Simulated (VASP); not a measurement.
Write the native input for VASP 6.6.1 that does the following.

```yaml
Task: single point
Functional: RPBE
Dispersion: D4
Potentials_or_basis: VASP PAW PBE potentials, release 64 (Ba_sv)
Cutoff: 520 eV
k_mesh: 7 × 7 × 7
Occupations: gaussian, width 0.1 eV
Spin: no spin polarisation
Dipole_correction: no
Further_INCAR_settings: ALGO = Fast; EDIFF = 1e-06; NBANDS = 11
```

The structure of Ba lies in POSCAR:

```
Ba
1.0
    0.0000000000      3.1666737309      3.1666737309
    3.1666737309      0.0000000000      3.1666737309
    3.1666737309      3.1666737309      0.0000000000
Ba
1
Direct
    0.0000000000      0.0000000000      0.0000000000
```

This cell differs from its parent crystal: volume scaled by 0.94.

One way to write it, as run:

INCAR

```
ALGO = Fast
EDIFF = 1E-6
ENCUT = 520
GGA = RP
ISIF = 2
ISMEAR = 0
IVDW = 13
LASPH = True
LCHARG = False
LREAL = False
LWAVE = False
NBANDS = 11
NELM = 80
PREC = Accurate
SIGMA = 0.1
```

KPOINTS

```
k-points
0
Gamma
  7 7 7
```

Potentials or basis: VASP PAW PBE potentials, release 64 (Ba_sv).

Command:

```bash
$ cat potpaw_PBE.64/Ba_sv/POTCAR > POTCAR
$ mpirun -np 1 vasp_std > vasp.out
```

It gave:

```yaml
Pressure: 69.7 GPa
Band_gap_on_the_k_mesh: zero (band 5 reaches 1.71 eV, above the bottom of band 6 at 1.67 eV)
Dispersion_energy_per_atom: -0.183 eV
```

Caveat: the PAW data sets were made with another functional, which shifts forces and pressure a little; spin-orbit coupling is left out, which moves the levels of the heavy elements; pairwise dispersion overbinds metals, which lowers pressure and volume.

It took 23 s on 1 thread of Intel Xeon 8259CL (shared host), peak memory 0.2 GiB.
